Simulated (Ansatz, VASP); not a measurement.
## Two plane-wave programs on NaF

INCAR

```
SYSTEM = NaF
  ALGO = Normal
  EDIFF = 1E-6
  ENCUT = 600
  GGA = PE
  GGA_COMPAT = .FALSE.
  ISIF = 2
  ISMEAR = -4
  LASPH = .TRUE.
  LCHARG = .TRUE.
  LELF = .TRUE.
  LREAL = .FALSE.
  LVHAR = .TRUE.
  LWAVE = .FALSE.
  NBANDS = 14
  NELM = 120
  PREC = Accurate
  SIGMA = 0.1
```

KPOINTS

```
k-points
0
G
  8 8 8
  0 0 0
```

POSCAR

```
NaF
1.0
    0.0000000000      2.2858943317      2.2858943317
    2.2858943317      0.0000000000      2.2858943317
    2.2858943317      2.2858943317      0.0000000000
Na F
1 1
Direct
    0.6330000000      0.5090000000      0.0540000000
    1.1330000000      1.0090000000      0.5540000000
```

Input for Ansatz:

```yaml
crystal:
  lattice:
    - [0.0, 2.2858943317, 2.2858943317]
    - [2.2858943317, 0.0, 2.2858943317]
    - [2.2858943317, 2.2858943317, 0.0]
  atoms:
    - { symbol: Na, position: [0.633, 0.509, 0.054] }
    - { symbol: F, position: [1.133, 1.009, 0.554] }
basis:
  ecutwfc: 420
kpoints:
  mp_grid: { grid: [8, 8, 8] }
hamiltonian:
  xc: pbe
scf:
  occupations: { method: tetrahedron_uncorrected }
output:
  forces: true
  stress: true
  eigenvalues: true
```

Alike in both runs: task single point; functional PBE; k mesh 8 × 8 × 8; no spin polarisation.

```csv
,VASP,Ansatz
version,VASP 6.6.1,Ansatz 0.2.0
potentials or method,"VASP PAW PBE potentials, release 64 (Na_pv, F), cutoff 600 eV","scalar-relativistic, plane waves, PAW"
occupations,tetrahedron,tetrahedron-uncorrected
valence electrons in the cell,14,16
```

VASP gave:

```
gap on the k mesh at the Fermi level (eV) : 6.53
least direct gap on the mesh (eV)         : 6.53
pressure (GPa)                            : 4.3
```

Problem. What did Ansatz give for the same quantities?

Solution. gap on the k mesh at the Fermi level (eV): 6.54; least direct gap on the mesh (eV): 6.54; pressure (GPa): 4.5.

VASP's potentials hold 14 valence electrons a cell and Ansatz's 16, so a difference there can come from the potentials and not from the codes. Ansatz's warnings: band table not solved further.
